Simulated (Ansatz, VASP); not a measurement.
**Two plane-wave programs on SiC**

```
Si C
1.0
     0.00000    2.16453    2.16453
     2.16453    0.00000    2.16453
     2.16453    2.16453    0.00000
Si C
1 1
Cartesian
  3.2468 3.2468 3.2468
  0.0000 0.0000 0.0000
```

Alike in both runs: functional LDA; k mesh 10 × 10 × 10; occupations gaussian, width 0.02 eV; no spin polarisation.

Ansatz relaxed the structure, and its values are those at the end. VASP's run is a single point on that final structure, the one shown.

|  | VASP | Ansatz |
| --- | --- | --- |
| version | VASP 6.6.1 | Ansatz 0.2.0 |
| potentials or method | VASP PAW LDA potentials, release 64 (Si, C), cutoff 600 eV | scalar-relativistic, plane waves, PAW |
| valence electrons in the cell | 8 | 8 |

|  | VASP | Ansatz | Ansatz less VASP |
| --- | --- | --- | --- |
| gap on the k mesh at the Fermi level (eV) | 1.29 | 1.30 | +0.013 |
| least direct gap on the mesh (eV) | 4.52 | 4.54 | +0.017 |
| pressure (GPa) | 0.2 | 0.0 | -0.24 |

Ansatz warns that its potentials were made for another functional, while VASP's fit it. LDA's correlation is that of Perdew and Zunger in VASP and of Perdew and Wang (1992) in Ansatz.
